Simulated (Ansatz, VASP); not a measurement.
**One calculation of Si2C, two programs**

```
CELL_PARAMETERS angstrom
4.74845 0.00000 0.00000
-2.37423 4.11228 0.00000
0.00000 0.00000 5.91154
ATOMIC_POSITIONS crystal
Si 0.50000 0.00000 0.50000
Si 0.00000 0.50000 0.50000
Si 0.50000 0.50000 0.50000
Si 0.00000 0.00000 0.00000
C 0.00000 0.00000 0.30405
C 0.00000 0.00000 0.69595
```

Alike in both runs: task relaxation of cell and atoms; functional PBE; k mesh 12 × 12 × 6; occupations gaussian, width 0.1 eV; no spin polarisation.

|  | VASP | Ansatz |
| --- | --- | --- |
| version | VASP 6.6.1 | Ansatz 0.2.0 |
| potentials or method | VASP PAW PBE potentials, release 64 (Si, C), cutoff 600 eV | scalar-relativistic, plane waves, PAW |
| valence electrons in the cell | 24 | 24 |

Ansatz gave:

- gap on the k mesh at the Fermi level, each at its own relaxed structure (eV): none
- relaxed volume (Å³/atom): 19.21
- relaxed cell length with the largest relative difference (Å): 4.754

Q: What did VASP give for the same quantities?

A: gap on the k mesh at the Fermi level, each at its own relaxed structure (eV): none; relaxed volume (Å³/atom): 19.19; relaxed cell length with the largest relative difference (Å): 4.753.

A gap of «none» marks a metal or a gap that the smearing closes.
